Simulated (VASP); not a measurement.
# AlCo (Pm-3m) in VASP: further runs

AlCo is run at these levels: PBEsol; tasks: single point.

Everything below comes from runs of VASP 6.6.1. Logs are shortened: lines on timing, memory, paths and dates and some standing lists are left out, and cuts for length are marked.

## 1. The cell of the first run

Symmetry: Pm-3m, No. 221, cubic system. Conventional cell: a = 2.819 Å, b = 2.819 Å, c = 2.819 Å, α = 90.00°, β = 90.00°, γ = 90.00°. Within 3.2 Å of Co (site symmetry m-3m) lie 8 Al at 2.44 Å and 6 Co at 2.82 Å. Al (site symmetry m-3m) has 8 Co at 2.44 Å and 6 Al at 2.82 Å within 3.2 Å.

## 2. Single point, PBEsol, collinear spin, ferromagnetic start

File INCAR:

```
PREC = Accurate ; ENCUT = 520
EDIFF = 1E-6 ; ISMEAR = -1
SIGMA = 0.05 ; LREAL = F
LASPH = T ; NELM = 150
ALGO = Normal ; ISIF = 2
LWAVE = F ; LCHARG = T
ISPIN = 2 ; MAGMOM = 0.54 0
LORBIT = 11 ; LMAXMIX = 4
GGA = PS ; LELF = T
LVHAR = T ; NBANDS = 17
```

File KPOINTS:

```
regular mesh
0
Gamma
  9 9 9
```

File POSCAR:

```
AlCo
1.0
    2.8194032100      0.0000000000      0.0000000000
    0.0000000000      2.8194032100      0.0000000000
    0.0000000000      0.0000000000      2.8194032100
Co Al
1 1
Direct
    0.5000000000      0.5000000000      0.5000000000
    0.0000000000      0.0000000000      0.0000000000
```

Potentials or basis: VASP PAW PBE potentials, release 64 (Co, Al).

On the command line:

```sh
$ cat potpaw_PBE.64/Co/POTCAR potpaw_PBE.64/Al/POTCAR > POTCAR
$ mpirun -np 1 vasp_std > vasp.out
```

OUTCAR:

```text
PREC = Accurate
   ENCUT = 520
   EDIFF = 1E-6
   ISMEAR = -1
   LREAL = F
   LASPH = T
   NELM = 150
   ISIF = 2
   ISPIN = 2
   LORBIT = 11
   GGA = PS

 ion  position               nearest neighbor table
   1  0.500  0.500  0.500-   2 2.44   2 2.44   2 2.44   2 2.44   2 2.44   2 2.44   2 2.44   2 2.44

   2  0.000  0.000  0.000-   1 2.44   1 2.44   1 2.44   1 2.44   1 2.44   1 2.44   1 2.44   1 2.44

  LATTYP: Found a simple cubic cell.
 ALAT       =     2.8194032100

  Lattice vectors:

 A1 = (   2.8194032100,   0.0000000000,   0.0000000000)
 A2 = (   0.0000000000,   2.8194032100,   0.0000000000)
 A3 = (   0.0000000000,   0.0000000000,   2.8194032100)

Analysis of symmetry for initial positions (statically):
=====================================================================
 Subroutine PRICEL returns:
 Original cell was already a primitive cell.

 Routine SETGRP: Setting up the symmetry group for a
 simple cubic supercell.

 Subroutine GETGRP returns: Found 48 space group operations
 (whereof 48 operations were pure point group operations)
 out of a pool of 48 trial point group operations.

The static configuration has the point symmetry O_h .

Analysis of symmetry for dynamics (positions and initial velocities):
=====================================================================
 Subroutine PRICEL returns:
 Original cell was already a primitive cell.

 Routine SETGRP: Setting up the symmetry group for a
 simple cubic supercell.

 Subroutine GETGRP returns: Found 48 space group operations
 (whereof 48 operations were pure point group operations)
 out of a pool of 48 trial point group operations.

The dynamic configuration has the point symmetry O_h .

Analysis of structural, dynamic, and magnetic symmetry:
=====================================================================
 Subroutine PRICEL returns:
 Original cell was already a primitive cell.

 Routine SETGRP: Setting up the symmetry group for a
 simple cubic supercell.

 Subroutine GETGRP returns: Found 48 space group operations
 (whereof 48 operations were pure point group operations)
 out of a pool of 48 trial point group operations.

The overall configuration has the point symmetry O_h .

 Subroutine INISYM returns: Found 48 space group operations
 (whereof 48 operations are pure point group operations),
 and found     1 'primitive' translations

----------------------------------------------------------------------------------------

                                     Primitive cell

  volume of cell :      22.4115

  direct lattice vectors                    reciprocal lattice vectors
     2.819403210  0.000000000  0.000000000     0.354684990  0.000000000  0.000000000
     0.000000000  2.819403210  0.000000000     0.000000000  0.354684990  0.000000000
     0.000000000  0.000000000  2.819403210     0.000000000  0.000000000  0.354684990

  length of vectors
     2.819403210  2.819403210  2.819403210     0.354684990  0.354684990  0.354684990

  position of ions in fractional coordinates (direct lattice)
     0.500000000  0.500000000  0.500000000
     0.000000000  0.000000000  0.000000000

  ion indices of the primitive-cell ions
   primitive index   ion index
                 1           1
                 2           2

----------------------------------------------------------------------------------------

 KPOINTS: regular mesh

Automatic generation of k-mesh.
 Grid dimensions read from file:
 generate k-points for:    9    9    9

 Generating k-lattice:

  Cartesian coordinates                     Fractional coordinates (reciprocal lattice)
     0.039409443  0.000000000  0.000000000     0.111111111  0.000000000  0.000000000
     0.000000000  0.039409443  0.000000000     0.000000000  0.111111111  0.000000000
     0.000000000  0.000000000  0.039409443     0.000000000  0.000000000  0.111111111

  Length of vectors
     0.039409443  0.039409443  0.039409443

  Shift w.r.t. Gamma in fractional coordinates (k-lattice)
     0.000000000  0.000000000  0.000000000

 Subroutine IBZKPT returns following result:
 ===========================================

 Found     35 irreducible k-points:

 Following reciprocal coordinates:
            Coordinates               Weight
  0.000000  0.000000  0.000000      1.000000
  0.111111  0.000000  0.000000      6.000000
  0.222222  0.000000  0.000000      6.000000
  0.333333  0.000000  0.000000      6.000000
  0.444444  0.000000  0.000000      6.000000
  0.111111  0.111111  0.000000     12.000000
[... 16 lines left out ...]
  0.333333  0.333333  0.111111     24.000000
  0.444444  0.333333  0.111111     48.000000
 [... further k-points ...]
   k-points           NKPTS =     35   k-points in BZ     NKDIM =     35   number of bands    NBANDS=     17
   number of dos      NEDOS =    301   number of ions     NIONS =      2
   total plane-waves  NPLWV =  13824
   dimension x,y,z NGX =    24 NGY =   24 NGZ =   24
   dimension x,y,z NGXF=    48 NGYF=   48 NGZF=   48
   ions per type =               1   1
   NGX,Y,Z   is equivalent  to a cutoff of  14.15, 14.15, 14.15 a.u.
   NGXF,Y,Z  is equivalent  to a cutoff of  28.30, 28.30, 28.30 a.u.
 SYSTEM =  unknown system
   PREC   = accura    normal or accurate (medium, high low for compatibility)
   ISTART =      0    job   : 0-new  1-cont  2-samecut
   ICHARG =      2    charge: 1-file 2-atom 10-const
   ISPIN  =      2    spin polarized calculation?
   LNONCOLLINEAR =      F non collinear calculations
   LSORBIT =      F    spin-orbit coupling
   LASPH  =      T    aspherical Exc in radial PAW
   ENCUT  =  520.0 eV  38.22 Ry    6.18 a.u.   5.24  5.24  5.24*2*pi/ulx,y,z
   NELM   =    150;   NELMIN=  2; NELMDL= -5     # of ELM steps
   EDIFF  = 0.1E-05   stopping-criterion for ELM
   LREAL  =      F    real-space projection
   EDIFFG = 0.1E-04   stopping-criterion for IOM
   NSW    =      0    number of steps for IOM
   IBRION =     -1    ionic relax: 0-MD 1-quasi-New 2-CG
   NFREE  =      0    steps in history (QN), initial steepest desc. (CG)
   ISIF   =      2    stress and relaxation
   ISYM   =      2    0-nonsym 1-usesym 2-fastsym
   POTIM  = 0.5000    time-step for ionic-motion
   TEBEG  =    0.0;   TEEND  =   0.0 temperature during run
   PSTRESS=    0.0 pullay stress
   NELECT =      12.0000    total number of electrons
   NUPDOWN=      -1.0000    fix difference up-down
   EMIN   =  10.00;   EMAX   =-10.00  energy-range for DOS
   EFERMI =   0.00;   METHOD = LEGACY
   ISMEAR =    -1;   SIGMA  =   0.05  broadening in eV -4-tet -1-fermi 0-gaus
   EFERMI_NEDOS =   21; number of points for ismear=-14 and -15
   IALGO  =     38    algorithm
   IMIX   =      4    mixing-type and parameters
     AMIX     =   0.40;   BMIX     =  1.00
     AMIX_MAG =   1.60;   BMIX_MAG =  1.00
  volume/ion in A,a.u.               =      11.21        75.62
  Fermi-wavevector in a.u.,A,eV,Ry     =   1.329366  2.512138 24.044423  1.767215
  Thomas-Fermi vector in A             =   2.458534
   LORBIT       =     11    0 simple, 1 ext, 2 COOP (PROOUT), +10 PAW based schemes
   GGA     = PS    functional components
   LHFCALC =     F    Hartree Fock is set to
   AEXX    =    0.0000 exact exchange contribution
   IVDW    =     0    specifies the selected vdW correction
   LEPSILON=     F    determine dielectric tensor
   LRPA    =     F    only Hartree local field effects (RPA)
 spin polarized calculation
  energy-cutoff  :      520.00
  volume of cell :       22.41
 maximum number of plane-waves:       619
 NGX is ok and might be reduce to    24
   NGX = 11   NGY = 11   NGZ = 11

 number of electron      11.9999996 magnetization       0.0220311

 number of electron      11.9999996 magnetization      -0.0002894

 Free energy of the ion-electron system (eV)
  ---------------------------------------------------
  ext. energy  EPLUGINS =         0.00000000
  ---------------------------------------------------
  free energy    TOTEN  =       -13.08765577 eV

  energy without entropy =      -13.08333584  energy(sigma->0) =      -13.08549580

 E-fermi :  10.8703     XC(G=0): -12.5435

 val. band max:       10.8198124204   @ k =   0.4444   0.4444   0.1111
 cond. band min:      10.9898742226   @ k =   0.4444   0.3333   0.0000
 fundamental gap:      0.1700618022
 Fermi energy:        10.8703058107

 spin component 1

 k-point     1 :       0.0000    0.0000    0.0000
  band No.  band energies     occupation
      1      -0.4037      1.00000
      2       7.7562      1.00000
      3       7.7562      1.00000
      4      10.0326      1.00000
      5      10.0326      1.00000
      6      10.0326      1.00000
[... 9 lines left out ...]
     16      34.8674      0.00000
     17      34.8674      0.00000
[... 441 lines left out ...]
 k-point    24 :       0.4444    0.3333    0.1111
  band No.  band energies     occupation
      1       4.8409      1.00000
      2       6.5214      1.00000
      3       8.0856      1.00000
      4       8.7193      1.00000
      5       9.5012      1.00000
      6       9.6337      1.00000
[... 9 lines left out ...]
     16      32.8635      0.00000
     17      34.4339      0.00000

 [... further k-points ...]

 spin component 2

 k-point     1 :       0.0000    0.0000    0.0000
  band No.  band energies     occupation
      1      -0.4038      1.00000
      2       7.7563      1.00000
      3       7.7563      1.00000
      4      10.0325      1.00000
      5      10.0325      1.00000
      6      10.0325      1.00000
[... 9 lines left out ...]
     16      34.8673      0.00000
     17      34.8673      0.00000
[... 441 lines left out ...]
 k-point    24 :       0.4444    0.3333    0.1111
  band No.  band energies     occupation
      1       4.8408      1.00000
      2       6.5213      1.00000
      3       8.0855      1.00000
      4       8.7193      1.00000
      5       9.5012      1.00000
      6       9.6337      1.00000
[... 9 lines left out ...]
     16      32.8634      0.00000
     17      34.4337      0.00000

 [... further k-points ...]
[... 5 lines left out ...]
  --------------------------------------------------------------------------------------
  -------------------------------------------------------------------------------------
  Total        0.1038996      0.1038996      0.1038996      0.0000000     -0.0000000      0.0000000
  in kB        7.4276733      7.4276733      7.4276733      0.0000000     -0.0000000      0.0000000
  external PRESSURE =       7.4276733 kB  Pullay stress =       0.0000000 kB

 VOLUME and BASIS-vectors are now :
 -----------------------------------------------------------------------------
  energy-cutoff  :      520.00
  volume of cell :       22.41
      direct lattice vectors                 reciprocal lattice vectors
     2.819403210  0.000000000  0.000000000     0.354684990  0.000000000  0.000000000
     0.000000000  2.819403210  0.000000000     0.000000000  0.354684990  0.000000000
     0.000000000  0.000000000  2.819403210     0.000000000  0.000000000  0.354684990

 POSITION                                       TOTAL-FORCE (eV/Angst)
 -----------------------------------------------------------------------------------
      1.40970      1.40970      1.40970         0.000000      0.000000      0.000000
      0.00000      0.00000      0.00000         0.000000      0.000000      0.000000
 -----------------------------------------------------------------------------------
    total drift:                                0.000000     -0.000000     -0.000000

  FREE ENERGIE OF THE ION-ELECTRON SYSTEM (eV)
  ---------------------------------------------------
  free  energy   TOTEN  =       -13.0876557654 eV

  energy  without entropy=      -13.0833358430  energy(sigma->0) =      -13.08549580

 total charge

# of ion       s       p       d       tot
------------------------------------------
    1        0.448   0.535   7.536   8.520
    2        0.398   0.443   0.000   0.840
--------------------------------------------------
tot          0.846   0.978   7.536   9.360

 magnetization (x)

# of ion       s       p       d       tot
------------------------------------------
    1        0.000  -0.000   0.000   0.000
    2       -0.000  -0.000   0.000  -0.000
--------------------------------------------------
tot         -0.000  -0.000   0.000   0.000
```

Run time: 17 s. Hardware: 1 thread of AMD EPYC 9R14 (Zen 4), shared host; peak memory 0.13 GiB.

Results:

```
Free energy                                           : -13.0877 eV
Pressure                                              : 0.7 GPa
Band gap on the k mesh                                : zero (filled and empty bands overlap)
Net moment                                            : 0.00 μB per cell
Valence electrons inside the program's atomic spheres : Co 8.52; Al 0.84
```

Levels at points of the mesh, in eV from the Fermi level:
Spin up:
```
           k point  band 2  band 3  band 4  band 5  band 6  band 7  band 8  band 9  band 10  band 11
(0.00, 0.00, 0.00)   -3.11   -3.11   -0.84   -0.84   -0.84    6.14    6.14    6.14     8.90     8.90
```
Spin down:
| k point | band 2 | band 3 | band 4 | band 5 | band 6 | band 7 | band 8 | band 9 | band 10 | band 11 |
| --- | --- | --- | --- | --- | --- | --- | --- | --- | --- | --- |
| (0.00, 0.00, 0.00) | -3.11 | -3.11 | -0.84 | -0.84 | -0.84 | 6.14 | 6.14 | 6.14 | 8.90 | 8.90 |

Caveat: the PAW data sets were made with another functional, which shifts forces and pressure a little.

## 3. Single point, PBEsol, collinear spin, ferromagnetic start

File INCAR:

```
PREC = Accurate
ENCUT = 520
EDIFF = 1E-7
ISMEAR = -1
SIGMA = 0.05
LREAL = False
LASPH = True
NELM = 150
ALGO = Normal
ISIF = 2
LWAVE = False
LCHARG = True
ISPIN = 2
MAGMOM = 3.5 0
LORBIT = 11
LMAXMIX = 4
GGA = PS
LELF = True
LVHAR = True
NBANDS = 17
```

File KPOINTS:

```
Automatic mesh
0
Gamma
  9 9 9
```

POSCAR is that of step 2.

Potentials or basis: VASP PAW PBE potentials, release 64 (Co, Al).

On the command line:

```sh
$ cat potpaw_PBE.64/Co/POTCAR potpaw_PBE.64/Al/POTCAR > POTCAR
$ mpirun -np 1 vasp_std > vasp.out
```

Run time: 21 s. Hardware: 1 thread of AMD EPYC 9R14 (Zen 4), shared host; peak memory 0.13 GiB.

Results (log left out):

- Free energy: -13.0877 eV
- Pressure: 0.7 GPa
- Band gap on the k mesh: zero (filled and empty bands overlap)
- Net moment: 0.00 μB per cell
- Valence electrons inside the program's atomic spheres: Co 8.52; Al 0.84

Levels at points of the mesh, in eV from the Fermi level:
Spin up:
| k point | band 3 | band 4 | band 5 | band 6 | band 7 | band 8 | band 9 | band 10 |
| --- | --- | --- | --- | --- | --- | --- | --- | --- |
| (0.00, 0.00, 0.00) | -3.11 | -0.84 | -0.84 | -0.84 | 6.14 | 6.14 | 6.14 | 8.90 |
Spin down:
| k point | band 4 | band 5 | band 6 | band 7 | band 8 | band 9 |
| --- | --- | --- | --- | --- | --- | --- |
| (0.00, 0.00, 0.00) | -0.84 | -0.84 | -0.84 | 6.14 | 6.14 | 6.14 |

Caveat: the starting moments collapsed, and a magnetic state may lie lower; the PAW data sets were made with another functional, which shifts forces and pressure a little.
